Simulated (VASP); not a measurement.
Cr: relaxation of cell and atoms with PBE

Cr:

```
Cr
1.0
     3.81722    0.00000    0.00000
    -1.90861    3.30581    0.00000
     0.00000    0.00000    4.38539
Cr
4
Direct
  0.00000 0.00000 0.25000
  0.00000 0.00000 0.75000
  0.33333 0.66667 0.75000
  0.66667 0.33333 0.25000
```

This isn't the form of Cr at room conditions, which is bcc.

| Quantity | Value |
| --- | --- |
| Program | VASP 6.6.1 |
| Task | relaxation of cell and atoms |
| Functional | PBE |
| Potentials or basis | VASP PAW PBE potentials, release 64 (Cr_pv) |
| Cutoff | 600 eV |
| k mesh | 12 × 12 × 10 |
| Occupations | gaussian, width 0.1 eV |
| Spin | no spin polarisation |
| Dipole correction | no |
| Further INCAR settings | ALGO = Fast; EDIFF = 1e-06; IBRION = 2; EDIFFG = -0.01; NSW = 100; ISIF = 3 |

- Relaxed volume: 13.85 Å³/atom
- Relaxed cell: a = 3.830 Å, b = 3.830 Å, c = 4.362 Å, α = 90.00°, β = 90.00°, γ = 120.00°
- Space group after relaxing (to 0.1 Å): P6_3/mmc (No. 194)
- Energy gained by relaxing: 0.5 meV/atom
- Ionic steps: 5
- Pressure after relaxing: 0.0 GPa
- Band gap on the k mesh: zero (bands 24 and 25 overlap by 0.49 eV)

The path:
| step | energy change (eV) | largest force (eV/Å) | pressure (GPa) | volume (Å³) |
| --- | --- | --- | --- | --- |
| 1 | 0.0000 | 0.0000 | 0.31 | 55.34 |
| 2 | -0.0017 | 0.0000 | -0.41 | 55.56 |
| 3 | -0.0017 | 0.0000 | -0.37 | 55.54 |
| 4 | -0.0018 | 0.0000 | 0.28 | 55.32 |
| 5 | -0.0019 | 0.0000 | -0.03 | 55.41 |

Final structure:
```yaml
crystal:
  lattice:
    - [3.82995, 0.00000, 0.00000]
    - [-1.91497, 3.31683, 0.00000]
    - [0.00000, 0.00000, 4.36198]
  atoms:
    - { symbol: Cr, position: [0.00000, 0.00000, 0.25000] }
    - { symbol: Cr, position: [0.00000, 0.00000, 0.75000] }
    - { symbol: Cr, position: [0.33333, 0.66667, 0.75000] }
    - { symbol: Cr, position: [0.66667, 0.33333, 0.25000] }
```

Levels at points of the mesh, in eV from the Fermi level:
```tsv
k point	band 22	band 23	band 24	band 25	band 26	band 27
(0.00, 0.00, 0.00)	-0.57	-0.57	0.15	0.15	0.68	0.68
(0.50, 0.00, 0.00)	-1.07	-0.60	-0.33	0.73	1.18	1.33
(0.00, 0.00, 0.50)	-0.28	-0.28	-0.28	0.58	0.58	0.58
(0.50, 0.00, 0.50)	-1.28	-0.70	-0.70	0.46	0.46	1.94
```

Wall time 10 min on 1 thread of Intel(R) Xeon(R) Platinum 8375C CPU @ 2.90GHz (Ice Lake), on a shared host, peak memory 0.29 GiB.

Caveat: the run has no spin polarisation, though such a crystal can be magnetic. Spin polarisation is off, so any magnetic state and its effect on volume and gap are missing.
